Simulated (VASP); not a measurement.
Crystal: SnTe3.

```xyz
4
Lattice="0.0000 3.8868 3.8868 3.8868 0.0000 3.8868 3.8868 3.8868 0.0000" Properties=species:S:1:pos:R:3 pbc="T T T"
Te    3.8868    3.8868    3.8868
Te    5.8302    5.8302    5.8302
Te    1.9434    1.9434    1.9434
Sn    0.0000    0.0000    0.0000
```

This cell differs from its parent crystal: volume scaled by 1.02.

Base run:

| Item | Value |
| --- | --- |
| Program | VASP 6.6.1 |
| Functional | PBEsol |
| Potentials or basis | VASP PAW PBE potentials, release 64 (Te, Sn_d) |
| Cutoff | 520 eV |
| k mesh | 6 × 6 × 6 |
| Occupations | fermi-dirac, width 0.05 eV |
| Spin | no spin polarisation |

Its results: band gap on the k mesh zero (band 16 reaches 7.70 eV, above the bottom of band 17 at 5.53 eV); pressure -3.7 GPa.

Q: The run is repeated on the same cell with these changes: functional from PBEsol to PBE; further incar settings from ALGO = Normal; EDIFF = 1e-07; NBANDS = 24 to ALGO = Normal; EDIFF = 1e-06; NBANDS = 24. What comes out?

A: Band gap on the k mesh zero (band 16 reaches 7.84 eV, above the bottom of band 17 at 5.68 eV); pressure -0.9 GPa.

Caveats: spin-orbit coupling is left out, which moves the levels of the heavy elements; the PAW data sets were made with another functional, which shifts forces and pressure a little (some runs).
